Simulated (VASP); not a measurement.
Here is a VASP 6.6.1 calculation.

Contents of INCAR:

```
ALGO = Normal ; EDIFF = 1E-6
EDIFFG = -0.01 ; ENCUT = 600
GGA = PE ; IBRION = 2
ISIF = 4 ; ISMEAR = 0
LASPH = T ; LCHARG = F
LREAL = F ; LWAVE = F
NELM = 80 ; NSW = 50
PREC = Accurate ; SIGMA = 0.02
```

The input KPOINTS:

```
k-points
0
Gamma
  8 8 6
```

The input POSCAR:

```
Cl
1.0
    2.1121200057     -4.5212900588      0.0000000000
    2.1121200057      4.5212900588      0.0000000000
    0.0000000000      0.0000000000      4.1778912944
Cl
2
Direct
    0.6102135675      0.3897864325      0.0000000000
    0.3897864325      0.6102135675      0.0000000000
```

Potentials or basis: VASP PAW PBE potentials, release 64 (Cl).

Launch:

```console
$ cat potpaw_PBE.64/Cl/POTCAR > POTCAR
$ mpirun -np 1 vasp_std > vasp.out
```

Q: Estimate the band gap on the k mesh.

A: 1.75 eV (least direct gap 1.79 eV).

Step by step:
```
step  energy change (eV)  largest force (eV/Å)  pressure (GPa)  volume (Å³)
   1              0.0000                0.1861            0.49        79.79
   2              0.0029                0.3822           -0.34        79.79
   3             -0.0013                0.0288            0.17        79.79
   4             -0.0015                0.0267            0.18        79.79
   5             -0.0018                0.0217            0.17        79.79
   6             -0.0021                0.0110            0.15        79.79
   7             -0.0019                0.0136            0.14        79.79
   8             -0.0022                0.0010            0.15        79.79
```

Caveat: this functional lacks dispersion, which holds the molecules together, so the pressure and a relaxed volume are unreliable; this functional lacks dispersion, which binds layers or chains, so the pressure and a relaxed spacing across them are unreliable. A k mesh can miss the band edges.
